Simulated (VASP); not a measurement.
BeTe: single point with PBE0

Crystal: BeTe.

```
Be Te
1.0
     0.00000    2.67203    2.67203
     2.67203    0.00000    2.67203
     2.67203    2.67203    0.00000
Be Te
1 1
Direct
  0.50000 0.50000 0.50000
  0.00000 0.00000 0.00000
```

| Item | Value |
| --- | --- |
| Program | VASP 6.6.1 |
| Task | single point |
| Functional | PBE0 |
| Potentials or basis | VASP PAW PBE potentials, release 64 (Be, Te) |
| Cutoff | 520 eV |
| k mesh | 5 × 5 × 5 |
| Occupations | fermi-dirac, width 0.05 eV |
| Spin | no spin polarisation |

```json
{"Pressure": "-0.4 GPa", "Band gap on the k mesh": "zero (bands 4 and 5 overlap by 0.71 eV)"}
```

Levels at points of the mesh, in eV from the Fermi level:
```tsv
k point	band 1	band 2	band 3	band 4	band 5	band 6	band 7	band 8
(0.00, 0.00, 0.00)	-15.27	-0.74	-0.74	-0.74	4.03	7.69	7.69	7.69
```

It took 5.4 min on 1 thread of AMD EPYC 7R43 64-Core Processor (Zen 3), on a shared host, peak memory 0.14 GiB.

Caveat: the k points lie up to 0.41 Å⁻¹ apart, too coarse for converged energies and pressures of a metal; the PAW data sets were made with another functional, which shifts forces and pressure a little; spin-orbit coupling is left out, which moves the levels of the heavy elements.
